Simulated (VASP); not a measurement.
A run of VASP 6.6.1 is set up as follows.

The input INCAR:

```
SYSTEM = W
ALGO = Normal ; EDIFF = 1E-6
ENCUT = 520 ; GGA = PS
ISIF = 2 ; ISMEAR = 0
LASPH = .TRUE. ; LCHARG = .FALSE.
LREAL = .FALSE. ; LWAVE = .FALSE.
NBANDS = 13 ; NELM = 80
PREC = Accurate ; SIGMA = 0.15
```

File KPOINTS:

```
k-points
0
G
  20 20 20
  0 0 0
```

Contents of POSCAR:

```
W
1.0
    0.0000000000      1.8777500000      2.0300000000
    2.0300000000      0.0000000000      2.0300000000
    2.0300000000      1.8777500000      0.0000000000
W
1
Direct
    0.0000000000      0.0000000000      0.0000000000
```

Potentials or basis: VASP PAW PBE potentials, release 64 (W_sv).

Launch:

```console
$ cat potpaw_PBE.64/W_sv/POTCAR > POTCAR
$ mpirun -np 1 vasp_std > vasp.out
```

Question: What does it give for the band gap on the k mesh?

Answer: Zero (band 7 reaches 15.68 eV, above the bottom of band 8 at 10.56 eV).

Question: What does it give for the pressure?

Answer: 10.9 GPa.

Stress tensor (GPa, compression positive):
```
18.85  0.00  0.00
 0.00 -5.11  0.00
 0.00  0.00 18.85
```

Caveat: the cell differs from its parent crystal (strain -0.0750 x Voigt [0, 1, 0, 0, 0, 0]); the PAW data sets were made with another functional, which shifts forces and pressure a little; spin-orbit coupling is left out, which moves the levels of the heavy elements.
